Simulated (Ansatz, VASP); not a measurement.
**Two plane-wave programs on Cs**

Contents of INCAR:

```
SYSTEM = Cs
PREC = Accurate
ENCUT = 600
EDIFF = 1E-7
ISMEAR = -1
SIGMA = 0.1
LREAL = .False.
LASPH = .True.
NELM = 100
ALGO = Normal
ISIF = 3
LWAVE = .False.
LCHARG = .False.
GGA = RE
IBRION = 2
NSW = 80
EDIFFG = -0.01
```

KPOINTS

```
Automatic mesh
0
Gamma
  8 8 8
  0 0 0
```

Contents of POSCAR:

```
Cs
1.0
   -3.0225000000      3.0225000000      3.0225000000
    3.0225000000     -3.0225000000      3.0225000000
    3.0225000000      3.0225000000     -3.0225000000
Cs
1
Direct
    0.0000000000      0.0000000000      0.0000000000
```

Input for Ansatz:

```yaml
crystal:
  lattice:
    - [-3.0225, 3.0225, 3.0225]
    - [3.0225, -3.0225, 3.0225]
    - [3.0225, 3.0225, -3.0225]
  atoms:
    - { symbol: Cs, position: [0.0, 0.0, 0.0] }
hamiltonian:
  xc: revpbe
  pseudopotentials:
    kind: paw
    azcp:
      Cs: "pseudopotentials/Cs.paw.azcp"
basis:
  ecutwfc: 420
  fft_grid_basis: typed
kpoints:
  mp_grid: { grid: [8, 8, 8], shift: [0, 0, 0] }
magnetization:
  spin_polarized: false
scf:
  occupations: { method: fermi_dirac, width: 0.1 }
relax:
  max_steps: 60
  f_tol: 0.01
  cell: {}
```

Alike in both runs: task relaxation of cell and atoms; functional revPBE; k mesh 8 × 8 × 8; occupations fermi-dirac, width 0.1 eV; no spin polarisation.

|  | VASP | Ansatz |
| --- | --- | --- |
| version | VASP 6.6.1 | Ansatz 0.2.0 |
| potentials or method | VASP PAW PBE potentials, release 64 (Cs_sv), cutoff 600 eV | plane waves (420 eV) with PAW, scalar-relativistic |
| valence electrons in the cell | 9 | 9 |

VASP gave:

```
relaxed volume (Å³/atom)                                        : 128.69
relaxed length of the cell vector where the two differ most in proportion (Å) : 5.509
```

Problem. What did Ansatz give for the same quantities?

Solution. Relaxed volume (Å³/atom): 128.81; relaxed length of the cell vector where the two differ most in proportion (Å): 5.511.

VASP's potentials were made for PBE, not for revPBE.

Spin-orbit coupling is off throughout. Noted on VASP's run: the volume moved by over 15 % at a fixed basis, so the end points are rough.
